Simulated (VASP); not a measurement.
# SnTe3 (Fm-3m) in VASP: a series of runs

The runs below take SnTe3 through relaxation of cell and atoms, single point, with PBE.

All numbers are computed with VASP 6.6.1; they aren't measurements. Logs are shortened: lines on timing, memory, paths and dates and some standing lists are left out, and cuts for length are marked.

### 1 The cell of the first run

The structure is cubic, space group Fm-3m (No. 225). Conventional cell: a = 8.306 Å, b = 8.306 Å, c = 8.306 Å, α = 90.00°, β = 90.00°, γ = 90.00°. Sn (site symmetry m-3m) has 14 Te at 3.60 to 4.15 Å within 4.7 Å. Te (site symmetry m-3m) has 8 Te at 3.60 Å and 6 Sn at 4.15 Å within 4.7 Å. Within 4.7 Å of Te (site symmetry -43m) lie 4 Sn at 3.60 Å and 10 Te at 3.60 to 4.15 Å.

The cell was generated, and may not be a known phase.

### 2 Relaxation of cell and atoms, PBE

INCAR

```
SYSTEM = SnTe3
PREC = Accurate ; ENCUT = 600
EDIFF = 1E-7 ; ISMEAR = 0
SIGMA = 0.1 ; LREAL = .False.
LASPH = .True. ; NELM = 80
ALGO = Normal ; ISIF = 3
LWAVE = .False. ; LCHARG = .False.
GGA = PE ; IBRION = 2
NSW = 90 ; EDIFFG = -0.04
```

KPOINTS

```
regular mesh
0
Gamma
  4 4 4
  0 0 0
```

POSCAR

```
SnTe3
1.0
    0.0000000000      4.1529587000      4.1529587000
    4.1529587000      0.0000000000      4.1529587000
    4.1529587000      4.1529587000      0.0000000000
Sn Te
1 3
Direct
    0.0000000000      0.0000000000      0.0000000000
    0.5000000000      0.5000000000      0.5000000000
    0.7500000000      0.7500000000      0.7500000000
    0.2500000000      0.2500000000      0.2500000000
```

Potentials or basis: VASP PAW PBE potentials, release 64 (Sn_d, Te).

On the command line:

```
cat potpaw_PBE.64/Sn_d/POTCAR potpaw_PBE.64/Te/POTCAR > POTCAR
mpirun -np 1 vasp_std > vasp.out
```

OUTCAR:

```text
SYSTEM = SnTe3
   PREC = Accurate
   ENCUT = 600
   EDIFF = 1E-7
   ISMEAR = 0
   LREAL = .False.
   LASPH = .True.
   NELM = 80
   ISIF = 3
   GGA = PE
   IBRION = 2
   NSW = 90
   EDIFFG = -0.04

 ion  position               nearest neighbor table
   1  0.000  0.000  0.000-   3 3.60   4 3.60   3 3.60   3 3.60   3 3.60   4 3.60   4 3.60   4 3.60

   2  0.500  0.500  0.500-   3 3.60   4 3.60   4 3.60   4 3.60   4 3.60   3 3.60   3 3.60   3 3.60

   3  0.750  0.750  0.750-   1 3.60   2 3.60   2 3.60   2 3.60   2 3.60   1 3.60   1 3.60   1 3.60

   4  0.250  0.250  0.250-   1 3.60   2 3.60   1 3.60   1 3.60   1 3.60   2 3.60   2 3.60   2 3.60

  LATTYP: Found a face centered cubic cell.
 ALAT       =     8.3059174000

  Lattice vectors:

 A1 = (   0.0000000000,   4.1529587000,   4.1529587000)
 A2 = (   4.1529587000,   0.0000000000,   4.1529587000)
 A3 = (   4.1529587000,   4.1529587000,   0.0000000000)

Analysis of symmetry for initial positions (statically):
=====================================================================
 Subroutine PRICEL returns:
 Original cell was already a primitive cell.

 Routine SETGRP: Setting up the symmetry group for a
 face centered cubic supercell.

 Subroutine GETGRP returns: Found 48 space group operations
 (whereof 48 operations were pure point group operations)
 out of a pool of 48 trial point group operations.

The static configuration has the point symmetry O_h .

Analysis of symmetry for dynamics (positions and initial velocities):
=====================================================================
 Subroutine PRICEL returns:
 Original cell was already a primitive cell.

 Routine SETGRP: Setting up the symmetry group for a
 face centered cubic supercell.

 Subroutine GETGRP returns: Found 48 space group operations
 (whereof 48 operations were pure point group operations)
 out of a pool of 48 trial point group operations.

The dynamic configuration has the point symmetry O_h .

 Subroutine INISYM returns: Found 48 space group operations
 (whereof 48 operations are pure point group operations),
 and found     1 'primitive' translations

----------------------------------------------------------------------------------------

                                     Primitive cell

  volume of cell :     143.2527

  direct lattice vectors                    reciprocal lattice vectors
     0.000000000  4.152958700  4.152958700    -0.120396093  0.120396093  0.120396093
     4.152958700  0.000000000  4.152958700     0.120396093 -0.120396093  0.120396093
     4.152958700  4.152958700  0.000000000     0.120396093  0.120396093 -0.120396093

  length of vectors
     5.873170518  5.873170518  5.873170518     0.208532149  0.208532149  0.208532149

  position of ions in fractional coordinates (direct lattice)
     0.000000000  0.000000000  0.000000000
     0.500000000  0.500000000  0.500000000
     0.750000000  0.750000000  0.750000000
     0.250000000  0.250000000  0.250000000

  ion indices of the primitive-cell ions
   primitive index   ion index
                 1           1
                 2           2
                 3           3
                 4           4

----------------------------------------------------------------------------------------

 KPOINTS: regular mesh

Automatic generation of k-mesh.
 Grid dimensions read from file:
 generate k-points for:    4    4    4

 Generating k-lattice:

  Cartesian coordinates                     Fractional coordinates (reciprocal lattice)
    -0.030099023  0.030099023  0.030099023     0.250000000  0.000000000  0.000000000
     0.030099023 -0.030099023  0.030099023     0.000000000  0.250000000  0.000000000
     0.030099023  0.030099023 -0.030099023     0.000000000  0.000000000  0.250000000

  Length of vectors
     0.052133037  0.052133037  0.052133037

  Shift w.r.t. Gamma in fractional coordinates (k-lattice)
     0.000000000  0.000000000  0.000000000

 Subroutine IBZKPT returns following result:
 ===========================================

 Found      8 irreducible k-points:

 Following reciprocal coordinates:
            Coordinates               Weight
  0.000000  0.000000  0.000000      1.000000
  0.250000  0.000000  0.000000      8.000000
  0.500000  0.000000  0.000000      4.000000
  0.250000  0.250000  0.000000      6.000000
  0.500000  0.250000  0.000000     24.000000
 -0.250000  0.250000  0.000000     12.000000
  0.500000  0.500000  0.000000      3.000000
 -0.250000  0.500000  0.250000      6.000000
   k-points           NKPTS =      8   k-points in BZ     NKDIM =      8   number of bands    NBANDS=     20
   number of dos      NEDOS =    301   number of ions     NIONS =      4
   total plane-waves  NPLWV = 110592
   dimension x,y,z NGX =    48 NGY =   48 NGZ =   48
   dimension x,y,z NGXF=    96 NGYF=   96 NGZF=   96
   ions per type =               1   3
   NGX,Y,Z   is equivalent  to a cutoff of  13.59, 13.59, 13.59 a.u.
   NGXF,Y,Z  is equivalent  to a cutoff of  27.17, 27.17, 27.17 a.u.
 SYSTEM =  SnTe3
   PREC   = accura    normal or accurate (medium, high low for compatibility)
   ISTART =      0    job   : 0-new  1-cont  2-samecut
   ICHARG =      2    charge: 1-file 2-atom 10-const
   ISPIN  =      1    spin polarized calculation?
   LNONCOLLINEAR =      F non collinear calculations
   LSORBIT =      F    spin-orbit coupling
   LASPH  =      T    aspherical Exc in radial PAW
   ENCUT  =  600.0 eV  44.10 Ry    6.64 a.u.  11.73 11.73 11.73*2*pi/ulx,y,z
   NELM   =     80;   NELMIN=  2; NELMDL= -5     # of ELM steps
   EDIFF  = 0.1E-06   stopping-criterion for ELM
   LREAL  =      F    real-space projection
   EDIFFG = -.4E-01   stopping-criterion for IOM
   NSW    =     90    number of steps for IOM
   IBRION =      2    ionic relax: 0-MD 1-quasi-New 2-CG
   NFREE  =      1    steps in history (QN), initial steepest desc. (CG)
   ISIF   =      3    stress and relaxation
   ISYM   =      2    0-nonsym 1-usesym 2-fastsym
   POTIM  = 0.5000    time-step for ionic-motion
   TEBEG  =    0.0;   TEEND  =   0.0 temperature during run
   PSTRESS=    0.0 pullay stress
   NELECT =      32.0000    total number of electrons
   NUPDOWN=      -1.0000    fix difference up-down
   EMIN   =  10.00;   EMAX   =-10.00  energy-range for DOS
   EFERMI =   0.00;   METHOD = LEGACY
   ISMEAR =     0;   SIGMA  =   0.10  broadening in eV -4-tet -1-fermi 0-gaus
   EFERMI_NEDOS =   21; number of points for ismear=-14 and -15
   IALGO  =     38    algorithm
   IMIX   =      4    mixing-type and parameters
     AMIX     =   0.40;   BMIX     =  1.00
     AMIX_MAG =   1.60;   BMIX_MAG =  1.00
  volume/ion in A,a.u.               =      35.81       241.68
  Fermi-wavevector in a.u.,A,eV,Ry     =   0.993323  1.877109 13.424744  0.986691
  Thomas-Fermi vector in A             =   2.125197
   LORBIT       =      0    0 simple, 1 ext, 2 COOP (PROOUT), +10 PAW based schemes
   GGA     = PE    functional components
   LHFCALC =     F    Hartree Fock is set to
   AEXX    =    0.0000 exact exchange contribution
   IVDW    =     0    specifies the selected vdW correction
   LEPSILON=     F    determine dielectric tensor
   LRPA    =     F    only Hartree local field effects (RPA)
 conjugate gradient relaxation of ions
 non-spin polarized calculation
 Gauss-broadening in eV      SIGMA  =   0.10
  energy-cutoff  :      600.00
  volume of cell :      143.25
 maximum number of plane-waves:      4813
 NGX is ok and might be reduce to    48
   NGX = 23   NGY = 23   NGZ = 23

--------------------------------------- Ionic step        1  -------------------------------------------

 number of electron      31.9999998 magnetization

 Free energy of the ion-electron system (eV)
  ---------------------------------------------------
  ext. energy  EPLUGINS =         0.00000000
  ---------------------------------------------------
  free energy    TOTEN  =       -11.98310514 eV

  energy without entropy =      -11.95074346  energy(sigma->0) =      -11.96692430

------------------------ aborting loop because EDIFF is reached ----------------------------------------

  FORCE on cell =-STRESS in cart. coord.  units (eV):
  Direction    XX          YY          ZZ          XY          YZ          ZX
  --------------------------------------------------------------------------------------
  -------------------------------------------------------------------------------------
  Total       -5.6147622     -5.6147622     -5.6147622      0.0000000     -0.0000000      0.0000000
  in kB      -62.7970315    -62.7970315    -62.7970315      0.0000000     -0.0000000      0.0000000
  external PRESSURE =     -62.7970315 kB  Pullay stress =       0.0000000 kB

 VOLUME and BASIS-vectors are now :
 -----------------------------------------------------------------------------
  energy-cutoff  :      600.00
  volume of cell :      143.25
      direct lattice vectors                 reciprocal lattice vectors
     0.000000000  4.152958700  4.152958700    -0.120396093  0.120396093  0.120396093
     4.152958700  0.000000000  4.152958700     0.120396093 -0.120396093  0.120396093
     4.152958700  4.152958700  0.000000000     0.120396093  0.120396093 -0.120396093

 POSITION                                       TOTAL-FORCE (eV/Angst)
 -----------------------------------------------------------------------------------
      0.00000      0.00000      0.00000         0.000000     -0.000000      0.000000
      4.15296      4.15296      4.15296         0.000000     -0.000000      0.000000
      6.22944      6.22944      6.22944         0.000000      0.000000      0.000000
      2.07648      2.07648      2.07648        -0.000000     -0.000000     -0.000000
 -----------------------------------------------------------------------------------
    total drift:                               -0.000000     -0.000000     -0.000000

  FREE ENERGIE OF THE ION-ELECTRON SYSTEM (eV)
  ---------------------------------------------------
  free  energy   TOTEN  =       -11.9831051445 eV

  energy  without entropy=      -11.9507434621  energy(sigma->0) =      -11.96692430

--------------------------------------- Ionic step        2  -------------------------------------------

 number of electron      32.0000003 magnetization

 Free energy of the ion-electron system (eV)
  ---------------------------------------------------
  ext. energy  EPLUGINS =         0.00000000
  ---------------------------------------------------
  free energy    TOTEN  =       -12.63901429 eV

  energy without entropy =      -12.60645134  energy(sigma->0) =      -12.62273281

 E-fermi :   7.6640     XC(G=0):  -9.9961

 val. band max:        7.6577039701   @ k =   0.5000   0.5000   0.0000
 cond. band min:       7.7068407947   @ k =   0.5000   0.2500   0.0000
 fundamental gap:      0.0491368246
 Fermi energy:         7.6639861707

 k-point     1 :       0.0000    0.0000    0.0000
  band No.  band energies     occupation
      1     -14.0207      2.00000
      2     -14.0207      2.00000
      3     -14.0207      2.00000
      4     -14.0171      2.00000
      5     -14.0171      2.00000
      6      -5.7945      2.00000
[... 12 lines left out ...]
     19      10.7235      0.00000
     20      11.6494      0.00000

 k-point     2 :       0.2500    0.0000    0.0000
  band No.  band energies     occupation
      1     -14.0212      2.00000
      2     -14.0204      2.00000
      3     -14.0204      2.00000
      4     -14.0171      2.00000
      5     -14.0171      2.00000
      6      -5.4158      2.00000
[... 12 lines left out ...]
     19       9.6227      0.00000
     20      10.9071      0.00000

 k-point     3 :       0.5000    0.0000    0.0000
  band No.  band energies     occupation
      1     -14.0217      2.00000
      2     -14.0200      2.00000
      3     -14.0200      2.00000
      4     -14.0171      2.00000
      5     -14.0171      2.00000
      6      -4.6622      2.00000
[... 12 lines left out ...]
     19       9.4264      0.00000
     20       9.4264      0.00000

 k-point     4 :       0.2500    0.2500    0.0000
  band No.  band energies     occupation
      1     -14.0218      2.00000
      2     -14.0200      2.00000
      3     -14.0200      2.00000
      4     -14.0175      2.00000
      5     -14.0169      2.00000
      6      -5.2874      2.00000
[... 12 lines left out ...]
     19       9.5071      0.00000
     20      10.4132      0.00000

 k-point     5 :       0.5000    0.2500    0.0000
  band No.  band energies     occupation
      1     -14.0218      2.00000
      2     -14.0201      2.00000
      3     -14.0196      2.00000
      4     -14.0175      2.00000
      5     -14.0169      2.00000
      6      -4.5253      2.00000
[... 12 lines left out ...]
     19      10.0389      0.00000
     20      10.1746      0.00000

 k-point     6 :      -0.2500    0.2500    0.0000
  band No.  band energies     occupation
      1     -14.0211      2.00000
      2     -14.0206      2.00000
      3     -14.0199      2.00000
      4     -14.0172      2.00000
      5     -14.0171      2.00000
      6      -4.8344      2.00000
[... 12 lines left out ...]
     19      10.1216      0.00000
     20      10.4608      0.00000

 k-point     7 :       0.5000    0.5000    0.0000
  band No.  band energies     occupation
      1     -14.0229      2.00000
      2     -14.0192      2.00000
      3     -14.0192      2.00000
      4     -14.0179      2.00000
      5     -14.0167      2.00000
      6      -3.9545      2.00000
[... 12 lines left out ...]
     19       9.7019      0.00000
     20      10.8833      0.00000

 k-point     8 :      -0.2500    0.5000    0.2500
  band No.  band energies     occupation
      1     -14.0211      2.00000
      2     -14.0211      2.00000
      3     -14.0192      2.00000
      4     -14.0176      2.00000
      5     -14.0169      2.00000
      6      -3.9324      2.00000
[... 12 lines left out ...]
     19      10.0229      0.00000
     20      10.0229      0.00000

------------------------ aborting loop because EDIFF is reached ----------------------------------------

  FORCE on cell =-STRESS in cart. coord.  units (eV):
  Direction    XX          YY          ZZ          XY          YZ          ZX
  --------------------------------------------------------------------------------------
  -------------------------------------------------------------------------------------
  Total       -0.0499840     -0.0499840     -0.0499840      0.0000000      0.0000000      0.0000000
  in kB       -0.6899167     -0.6899167     -0.6899167      0.0000000      0.0000000      0.0000000
  external PRESSURE =      -0.6899167 kB  Pullay stress =       0.0000000 kB

 VOLUME and BASIS-vectors are now :
 -----------------------------------------------------------------------------
  energy-cutoff  :      600.00
  volume of cell :      116.08
      direct lattice vectors                 reciprocal lattice vectors
     0.000000000  3.871729651  3.871729651    -0.129141248  0.129141248  0.129141248
     3.871729651 -0.000000000  3.871729651     0.129141248 -0.129141248  0.129141248
     3.871729651  3.871729651  0.000000000     0.129141248  0.129141248 -0.129141248

 POSITION                                       TOTAL-FORCE (eV/Angst)
 -----------------------------------------------------------------------------------
      0.00000      3.87173      3.87173         0.000000     -0.000000     -0.000000
      3.87173      3.87173      3.87173         0.000000     -0.000000     -0.000000
      5.80759      5.80759      5.80759         0.000000      0.000000      0.000000
      1.93586      1.93586      1.93586        -0.000000     -0.000000     -0.000000
 -----------------------------------------------------------------------------------
    total drift:                                0.000000      0.000000      0.000000

  FREE ENERGIE OF THE ION-ELECTRON SYSTEM (eV)
  ---------------------------------------------------
  free  energy   TOTEN  =       -12.6390142901 eV

  energy  without entropy=      -12.6064513381  energy(sigma->0) =      -12.62273281

 reached required accuracy - stopping structural energy minimisation
```

Wall time 2.1 min (1 thread of Intel Xeon 8259CL, shared host); peak memory 0.34 GiB.

What came out:

```yaml
Free_energy: -12.6390 eV
Relaxed_volume: 29.02 Å³/atom
Relaxed_cell: a = 5.475 Å, b = 5.475 Å, c = 5.475 Å, α = 60.00°, β = 60.00°, γ = 60.00°
Space_group_after_relaxing_to_0.1_Å: Fm-3m (No. 225)
Energy_gained_by_relaxing: 164.0 meV/atom
Ionic_steps: 2
Pressure_after_relaxing: -0.1 GPa
Band_gap_on_the_k_mesh: zero (bands 16 and 17 overlap by 2.19 eV)
```

The path:
```
step  energy change (eV)  largest force (eV/Å)  pressure (GPa)  volume (Å³)
   1              0.0000                0.0000           -6.28       143.25
   2             -0.6559                0.0000           -0.07       116.08
```

Final structure:
```
Sn Te
1.0
     0.00000    3.87173    3.87173
     3.87173    0.00000    3.87173
     3.87173    3.87173    0.00000
Sn Te
1 3
Cartesian
  0.0000 3.8717 3.8717
  3.8717 3.8717 3.8717
  5.8076 5.8076 5.8076
  1.9359 1.9359 1.9359
```

Caveat: the volume moved by over 15 % at a fixed basis, so the end points are rough; spin-orbit coupling is left out, which moves the levels of the heavy elements.

(Part 1 of 2 ends here.)

The gap in the log of VASP goes by the Fermi energy; the results here count the filled bands.